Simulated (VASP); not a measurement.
The system is AlN.

```xyz
4
Lattice="3.1130 0.0000 0.0000 -1.5565 2.6959 0.0000 0.0000 0.0000 4.9810" Properties=species:S:1:pos:R:3 pbc="T T T"
Al    0.0000    1.7973    0.0000
Al    1.5565    0.8986    2.4905
N     0.0000    1.7973    1.8928
N     1.5565    0.8986    4.3833
```

Base run:

* Program: VASP 6.6.1
* Functional: PBEsol
* Potentials or basis: VASP PAW PBE potentials, release 64 (Al, N)
* Cutoff: 600 eV
* k mesh: 7 × 7 × 4
* Occupations: gaussian, width 0.01 eV
* Spin: no spin polarisation

Its results: band gap on the k mesh 4.15 eV; pressure 0.0 GPa; largest force 0.132 eV/Å.

**Question.** After a change of settings the same cell gave: band gap on the k mesh 4.50 eV; pressure 6.9 GPa; largest force 0.115 eV/Å. Which change was it?
A. functional from PBEsol to PBE
B. functional from PBEsol to LDA; potentials or basis from VASP PAW PBE potentials, release 64 (Al, N) to VASP PAW LDA potentials, release 64 (Al, N)
C. functional from PBEsol to BLYP
D. functional from PBEsol to r2SCAN; cutoff from 600 eV to 660 eV

**Answer.** C.

BLYP binds less tightly than PBEsol, so the same cell stands under more pressure.

Caveats: the PAW data sets were made with another functional, which shifts forces and pressure a little; the cell stands under pressure (at least some runs).
